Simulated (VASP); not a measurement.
A run of VASP 6.6.1:

Contents of INCAR:

```
SYSTEM = AlPt
ALGO = Normal
EDIFF = 1E-6
ENCUT = 520
ISIF = 2
ISMEAR = 1
LASPH = .True.
LCHARG = .True.
LELF = .True.
LREAL = .False.
LVHAR = .True.
LWAVE = .False.
NBANDS = 14
NELM = 60
PREC = Accurate
SIGMA = 0.2
```

The input KPOINTS:

```
k-points
0
Gamma
  7 7 7
  0 0 0
```

POSCAR

```
AlPt
1.0
    3.0349406750      0.0000000000      0.0000000000
    0.0000000000      3.0349406750      0.0000000000
    0.0000000000      0.0000000000      3.0349406750
Al Pt
1 1
Direct
    0.0000000000      0.0000000000      0.0000000000
    0.5000000000      0.5000000000      0.5000000000
```

Potentials or basis: VASP PAW LDA potentials, release 64 (Al, Pt).

Run with:

```console
$ cat potpaw_LDA.64/Al/POTCAR potpaw_LDA.64/Pt/POTCAR > POTCAR
$ mpirun -np 1 vasp_std > vasp.out
```

Hardware: 1 thread of Intel Xeon 6975P-C, on a shared host.

How long does it take, and how much memory?

Run time: 3.1 s on 1 thread of Intel Xeon 6975P-C, with other jobs on the host, peak memory 0.13 GiB. Counts: scf iterations 11, k points 20.
